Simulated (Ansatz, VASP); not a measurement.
## Two plane-wave programs on Ta2Zn

File INCAR:

```
SYSTEM = Ta2Zn
PREC     = Accurate       ! precision mode
ENCUT    = 520            ! plane-wave cutoff, eV
EDIFF    = 1E-6           ! SCF threshold, eV
ISMEAR   = -1             ! smearing method
SIGMA    = 0.0349         ! smearing width, eV
LREAL    = .FALSE.        ! projectors in reciprocal space
LASPH    = .TRUE.         ! aspherical terms in the spheres
NELM     = 100            ! most SCF steps
ALGO     = Normal         ! electronic algorithm
ISIF     = 2              ! what is computed and relaxed
LWAVE    = .FALSE.        ! write WAVECAR
LCHARG   = .FALSE.        ! write CHGCAR
GGA      = PS             ! functional
NBANDS   = 24             ! bands
```

Contents of KPOINTS:

```
Automatic mesh
0
G
  11 11 11
  0 0 0
```

The input POSCAR:

```
Ta2Zn
1.0
    3.3195800000      0.0000000000      0.0000000000
   -1.6597900000      2.8748410000      0.0000000000
    0.0000000000     -1.9165580000      5.2870500000
Zn Ta
1 2
Direct
    0.0000000000      0.0000000000      0.0000000000
    0.2500000000      0.5000000000      0.7500000000
    0.7500000000      0.5000000000      0.2500000000
```

Input for Ansatz:

```yaml
crystal:
  lattice:
    - [3.31958, 0.0, 0.0]
    - [-1.65979, 2.874841, 0.0]
    - [0.0, -1.916558, 5.28705]
  atoms:
    - { symbol: Zn, position: [0.0, 0.0, 0.0] }
    - { symbol: Ta, position: [0.25, 0.5, 0.75] }
    - { symbol: Ta, position: [0.75, 0.5, 0.25] }
  symmetry: { tolerance: 0.0003 }
kpoints:
  mp_grid: { grid: [11, 11, 11], shift: [0, 0, 0] }
  band_path:
    path:
      - [0.0, 0.0, 0.0]
      - [0.0, 0.0, 0.5]
      - [0.62286436, -0.31143218, 0.5]
      - [0.68856782, -0.37713564, 0.18856782]
      - [0.5, 0.0, 0.0]
      - [0.0, 0.0, 0.0]
      - [0.68856782, -0.34428391, 0.0]
      - [0.65571609, -0.34428391, 0.34428391]
      - [0.5, -0.5, 0.5]
      - [0.0, 0.0, 0.0]
    npoints: 6
magnetization:
  spin_polarized: false
scf:
  occupations: { method: fermi_dirac, width: 0.0349 }
  lower_state_search: "off"
  max_iter: 200
hamiltonian:
  pseudopotentials: { kind: paw }
  xc: pbesol
basis:
  ecutwfc: 420
  fft_grid_basis: typed
output:
  forces: true
  stress: true
  eigenvalues: true
  bader: true
  populations: true
  elf: true
  write_potential: true
  volumetric_format: npy
  dos:
    e_range: [-12, 8]
    de: 0.05
    projected: { site_lists: { Ta: [Ta], Zn: [Zn] } }
checkpoint:
  read: saved_state
```

Alike in both runs: task single point; functional PBEsol; k mesh 11 × 11 × 11; occupations fermi-dirac, width 0.0349 eV; no spin polarisation.

|  | VASP | Ansatz |
| --- | --- | --- |
| version | VASP 6.6.1 | Ansatz 0.2.0 |
| potentials or method | VASP PAW PBE potentials, release 64 (Zn, Ta_pv), cutoff 520 eV | PAW plane waves |
| valence electrons in the cell | 34 | 38 |

Ansatz gave:

| Property | Result |
| --- | --- |
| pressure (GPa) | 25.5 |
| traceless stress, the component that is largest in VASP (GPa) | -9.71 |
| rms of the force components (eV/Å) | 2.478 |

Task: Which values does VASP return?

Result: Pressure (GPa): 26.0; traceless stress, the component that is largest in VASP (GPa): -9.78; rms of the force components (eV/Å): 2.505.

VASP's potentials were made for PBE, not for PBEsol. Atom by atom the forces differ by 0.026 eV/Å (rms over components). VASP's potentials hold 34 valence electrons a cell and Ansatz's 38, so a difference there can come from the potentials and not from the codes. Ansatz's warnings: structure snapped to symmetry.

Neither program's run includes spin-orbit coupling.
